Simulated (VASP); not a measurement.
# GaN (P1) in VASP: a series of runs

The runs below take GaN through single point, with PBEsol.

Program: VASP 6.6.1. These are calculated values, not measurements. Logs are shortened: lines on timing, memory, paths and dates and some standing lists are left out, and cuts for length are marked.

### Step 1. The cell of the first run

The typed cell holds 2 atoms: a = 3.230 Å, b = 3.172 Å, c = 3.195 Å, α = 60.66°, β = 60.00°, γ = 59.61°.

### Step 2. Single point, PBEsol

INCAR

```
PREC     = Accurate       # precision mode
ENCUT    = 520            # plane-wave cutoff, eV
EDIFF    = 1E-6           # SCF threshold, eV
ISMEAR   = 0              # smearing method
SIGMA    = 0.01           # smearing width, eV
LREAL    = F              # projectors in reciprocal space
LASPH    = T              # aspherical terms in the spheres
NELM     = 60             # most SCF steps
ALGO     = Normal         # electronic algorithm
ISIF     = 2              # what is computed and relaxed
LWAVE    = F              # write WAVECAR
LCHARG   = T              # write CHGCAR
GGA      = PS             # functional
LELF     = T              # ELF
LVHAR    = T            
NBANDS   = 16             # bands
```

KPOINTS

```
Automatic mesh
0
Gamma
  6 6 6
```

POSCAR

```
GaN
1.0
   -0.0099932888      2.2814947842      2.2862967542
    2.2186698429      0.0096937896      2.2666096758
    2.2376481066      2.2807759862     -0.0092744908
Ga N
1 1
Direct
    0.9866100000      0.9660700000      0.0127900000
    0.7524800000      0.7035100000      0.7684800000
```

Potentials or basis: VASP PAW PBE potentials, release 64 (Ga_d, N).

Run with:

```console
cat potpaw_PBE.64/Ga_d/POTCAR potpaw_PBE.64/N/POTCAR > POTCAR
mpirun -np 1 vasp_std > vasp.out
```

OUTCAR:

```text
PREC = Accurate
   ENCUT = 520
   EDIFF = 1E-6
   ISMEAR = 0
   LREAL = F
   LASPH = T
   NELM = 60
   ISIF = 2
   GGA = PS

 ion  position               nearest neighbor table
   1  0.987  0.966  0.013-   2 1.91   2 1.93   2 1.98   2 2.01
   2  0.752  0.704  0.768-   1 1.91   1 1.93   1 1.98   1 2.01

  Warning from LATTYP: Got some problem with cell dimensions!
  Tried to take original basis but could not verify dimensions!
  LATTYP: Found a triclinic cell.
 ALAT       =     3.1717675299
 B/A-ratio  =     1.0183386978
 C/A-ratio  =     1.0137087674
 COS(alpha) =     0.0021255627
 COS(beta)  =     0.4995497850
 COS(gamma) =     0.5058360103

  Lattice vectors:

 A1 = (   2.2186698429,   0.0096937896,   2.2666096758)
 A2 = (  -0.0099932888,   2.2814947842,   2.2862967542)
 A3 = (  -0.0189782637,  -2.2710821966,   2.2758841666)

Analysis of symmetry for initial positions (statically):
=====================================================================
 Subroutine PRICEL returns:
 Original cell was already a primitive cell.

 Routine SETGRP: Setting up the symmetry group for a
 triclinic supercell.

 Subroutine GETGRP returns: Found  1 space group operations
 (whereof  1 operations were pure point group operations)
 out of a pool of  2 trial point group operations.

The static configuration has the point symmetry C_1 .

Analysis of symmetry for dynamics (positions and initial velocities):
=====================================================================
 Subroutine PRICEL returns:
 Original cell was already a primitive cell.

 Routine SETGRP: Setting up the symmetry group for a
 triclinic supercell.

 Subroutine GETGRP returns: Found  1 space group operations
 (whereof  1 operations were pure point group operations)
 out of a pool of  2 trial point group operations.

The dynamic configuration has the point symmetry C_1 .

 Subroutine INISYM returns: Found  1 space group operations
 (whereof  1 operations are pure point group operations),
 and found     1 'primitive' translations

----------------------------------------------------------------------------------------

                                     Primitive cell

  volume of cell :      23.1898

  direct lattice vectors                    reciprocal lattice vectors
    -0.009993289  2.281494784  2.286296754    -0.222930776  0.219598838  0.217276512
     2.218669843  0.009693790  2.266609676     0.225775631 -0.220607172  0.221130678
     2.237648107  2.280775986 -0.009274491     0.222041438  0.219716850 -0.218284841

  length of vectors
     3.229933616  3.171767530  3.195167314     0.380960448  0.385410089  0.381085510

  position of ions in fractional coordinates (direct lattice)
     0.986610000  0.966070000  0.012790000
     0.752480000  0.703510000  0.768480000

  ion indices of the primitive-cell ions
   primitive index   ion index
                 1           1
                 2           2

----------------------------------------------------------------------------------------

 KPOINTS: Automatic mesh

Automatic generation of k-mesh.
 Grid dimensions read from file:
 generate k-points for:    6    6    6

 Generating k-lattice:

  Cartesian coordinates                     Fractional coordinates (reciprocal lattice)
    -0.037155129  0.036599806  0.036212752     0.166666667  0.000000000 -0.000000000
     0.037629272 -0.036767862  0.036855113     0.000000000  0.166666667  0.000000000
     0.037006906  0.036619475 -0.036380807     0.000000000  0.000000000  0.166666667

  Length of vectors
     0.063493408  0.064235015  0.063514252

  Shift w.r.t. Gamma in fractional coordinates (k-lattice)
     0.000000000  0.000000000  0.000000000

 Subroutine IBZKPT returns following result:
 ===========================================

 Found    112 irreducible k-points:

 Following reciprocal coordinates:
            Coordinates               Weight
  0.000000  0.000000  0.000000      1.000000
  0.166667  0.000000  0.000000      2.000000
  0.333333  0.000000 -0.000000      2.000000
  0.500000 -0.000000 -0.000000      1.000000
 -0.000000  0.166667  0.000000      2.000000
  0.166667  0.166667 -0.000000      2.000000
[... 16 lines left out ...]
  0.333333 -0.000000  0.166667      2.000000
  0.500000  0.000000  0.166667      2.000000
 [... further k-points ...]
   k-points           NKPTS =    112   k-points in BZ     NKDIM =    112   number of bands    NBANDS=     16
   number of dos      NEDOS =    301   number of ions     NIONS =      2
   total plane-waves  NPLWV =  13824
   dimension x,y,z NGX =    24 NGY =   24 NGZ =   24
   dimension x,y,z NGXF=    48 NGYF=   48 NGZF=   48
   ions per type =               1   1
   NGX,Y,Z   is equivalent  to a cutoff of  12.35, 12.58, 12.49 a.u.
   NGXF,Y,Z  is equivalent  to a cutoff of  24.71, 25.16, 24.97 a.u.
 SYSTEM =  unknown system
   PREC   = accura    normal or accurate (medium, high low for compatibility)
   ISTART =      0    job   : 0-new  1-cont  2-samecut
   ICHARG =      2    charge: 1-file 2-atom 10-const
   ISPIN  =      1    spin polarized calculation?
   LNONCOLLINEAR =      F non collinear calculations
   LSORBIT =      F    spin-orbit coupling
   LASPH  =      T    aspherical Exc in radial PAW
   ENCUT  =  520.0 eV  38.22 Ry    6.18 a.u.   6.01  5.90  5.94*2*pi/ulx,y,z
   NELM   =     60;   NELMIN=  2; NELMDL= -5     # of ELM steps
   EDIFF  = 0.1E-05   stopping-criterion for ELM
   LREAL  =      F    real-space projection
   EDIFFG = 0.1E-04   stopping-criterion for IOM
   NSW    =      0    number of steps for IOM
   IBRION =     -1    ionic relax: 0-MD 1-quasi-New 2-CG
   NFREE  =      0    steps in history (QN), initial steepest desc. (CG)
   ISIF   =      2    stress and relaxation
   ISYM   =      2    0-nonsym 1-usesym 2-fastsym
   POTIM  = 0.5000    time-step for ionic-motion
   TEBEG  =    0.0;   TEEND  =   0.0 temperature during run
   PSTRESS=    0.0 pullay stress
   NELECT =      18.0000    total number of electrons
   NUPDOWN=      -1.0000    fix difference up-down
   EMIN   =  10.00;   EMAX   =-10.00  energy-range for DOS
   EFERMI =   0.00;   METHOD = LEGACY
   ISMEAR =     0;   SIGMA  =   0.01  broadening in eV -4-tet -1-fermi 0-gaus
   EFERMI_NEDOS =   21; number of points for ismear=-14 and -15
   IALGO  =     38    algorithm
   IMIX   =      4    mixing-type and parameters
     AMIX     =   0.40;   BMIX     =  1.00
     AMIX_MAG =   1.60;   BMIX_MAG =  1.00
  volume/ion in A,a.u.               =      11.59        78.25
  Fermi-wavevector in a.u.,A,eV,Ry     =   1.504527  2.843144 30.798175  2.263602
  Thomas-Fermi vector in A             =   2.615495
   LORBIT       =      0    0 simple, 1 ext, 2 COOP (PROOUT), +10 PAW based schemes
   GGA     = PS    functional components
   LHFCALC =     F    Hartree Fock is set to
   AEXX    =    0.0000 exact exchange contribution
   IVDW    =     0    specifies the selected vdW correction
   LEPSILON=     F    determine dielectric tensor
   LRPA    =     F    only Hartree local field effects (RPA)
 non-spin polarized calculation
 Gauss-broadening in eV      SIGMA  =   0.01
  energy-cutoff  :      520.00
  volume of cell :       23.19
 maximum number of plane-waves:       634
   NGX = 13   NGY = 11   NGZ = 11

 number of electron      18.0000003 magnetization

 Free energy of the ion-electron system (eV)
  ---------------------------------------------------
  ext. energy  EPLUGINS =         0.00000000
  ---------------------------------------------------
  free energy    TOTEN  =       -13.08730803 eV

  energy without entropy =      -13.08730803  energy(sigma->0) =      -13.08730803

 E-fermi :   5.2528     XC(G=0): -11.8299

 val. band max:        5.1086058787   @ k =   0.0000   0.0000   0.0000
 cond. band min:       6.6077041893   @ k =   0.0000   0.0000   0.0000
 fundamental gap:      1.4990983106
 Fermi energy:         5.2527956736

 k-point     1 :       0.0000    0.0000    0.0000
  band No.  band energies     occupation
      1     -10.8256      2.00000
      2      -8.4080      2.00000
      3      -8.3886      2.00000
      4      -8.3660      2.00000
      5      -8.0797      2.00000
      6      -8.0774      2.00000
[... 8 lines left out ...]
     15      23.2698      0.00000
     16      23.4607      0.00000

 k-point     2 :       0.1667    0.0000    0.0000
  band No.  band energies     occupation
      1     -10.5546      2.00000
      2      -8.3769      2.00000
      3      -8.3593      2.00000
      4      -8.2356      2.00000
      5      -8.0808      2.00000
      6      -8.0778      2.00000
[... 8 lines left out ...]
     15      21.6540      0.00000
     16      22.1106      0.00000

 k-point     3 :       0.3333    0.0000   -0.0000
  band No.  band energies     occupation
      1     -10.1037      2.00000
      2      -8.3338      2.00000
      3      -8.3198      2.00000
      4      -8.0656      2.00000
      5      -8.0556      2.00000
      6      -7.5869      2.00000
[... 8 lines left out ...]
     15      22.5243      0.00000
     16      22.6835      0.00000

 k-point     4 :       0.5000   -0.0000   -0.0000
  band No.  band energies     occupation
      1      -9.9553      2.00000
      2      -8.3247      2.00000
      3      -8.3111      2.00000
      4      -8.0449      2.00000
      5      -8.0313      2.00000
      6      -6.8526      2.00000
[... 8 lines left out ...]
     15      24.4652      0.00000
     16      24.6573      0.00000
[... 324 lines left out ...]
 k-point    22 :       0.1667    0.0000    0.1667
  band No.  band energies     occupation
      1     -10.4584      2.00000
      2      -8.3403      2.00000
      3      -8.3073      2.00000
      4      -8.2699      2.00000
      5      -8.0899      2.00000
      6      -8.0586      2.00000
[... 8 lines left out ...]
     15      25.1761      0.00000
     16      25.2579      0.00000

 k-point    23 :       0.3333   -0.0000    0.1667
  band No.  band energies     occupation
      1     -10.0858      2.00000
      2      -8.2948      2.00000
      3      -8.2786      2.00000
      4      -8.1555      2.00000
      5      -8.0414      2.00000
      6      -7.6937      2.00000
[... 8 lines left out ...]
     15      24.0417      0.00000
     16      25.0684      0.00000

 k-point    24 :       0.5000    0.0000    0.1667
  band No.  band energies     occupation
      1      -9.8943      2.00000
      2      -8.3023      2.00000
      3      -8.2629      2.00000
      4      -8.1006      2.00000
      5      -8.0344      2.00000
      6      -6.7812      2.00000
[... 8 lines left out ...]
     15      23.9699      0.00000
     16      25.2541      0.00000

 [... further k-points ...]
[... 5 lines left out ...]
  --------------------------------------------------------------------------------------
  -------------------------------------------------------------------------------------
  Total       -0.2134136     -0.5881259     -0.5758147     -0.0983853     -0.2217398      0.6912328
  in kB      -14.7446938    -40.6334768    -39.7829023     -6.7974171    -15.3199516     47.7571079
  external PRESSURE =     -31.7203576 kB  Pullay stress =       0.0000000 kB

 VOLUME and BASIS-vectors are now :
 -----------------------------------------------------------------------------
  energy-cutoff  :      520.00
  volume of cell :       23.19
      direct lattice vectors                 reciprocal lattice vectors
    -0.009993289  2.281494784  2.286296754    -0.222930776  0.219598838  0.217276512
     2.218669843  0.009693790  2.266609676     0.225775631 -0.220607172  0.221130678
     2.237648107  2.280775986 -0.009274491     0.222041438  0.219716850 -0.218284841

 POSITION                                       TOTAL-FORCE (eV/Angst)
 -----------------------------------------------------------------------------------
      2.16215      2.28948      4.44527        -0.198087      0.656390     -0.000013
      3.27292      3.47633      3.30785         0.198087     -0.656390      0.000013
 -----------------------------------------------------------------------------------
    total drift:                               -0.000093      0.000147     -0.000018

  FREE ENERGIE OF THE ION-ELECTRON SYSTEM (eV)
  ---------------------------------------------------
  free  energy   TOTEN  =       -13.0873080294 eV

  energy  without entropy=      -13.0873080294  energy(sigma->0) =      -13.08730803
```

Wall time 17 s (1 thread of Intel Xeon Platinum 8488C (Sapphire Rapids), shared host); peak memory 0.16 GiB.

What came out:

* Free energy: -13.0873 eV
* Pressure: -3.2 GPa
* Largest force: 0.686 eV/Å
* Band gap on the k mesh: 1.50 eV, direct

Forces on the atoms (eV/Å):
```
Ga  -0.198  0.656  0.000
N    0.198 -0.656  0.000
```

Caveat: the PAW data sets were made with another functional, which shifts forces and pressure a little. PBEsol gaps usually lie below the measured ones, often by a third to a half.

(Part 1 of 2 ends here.)
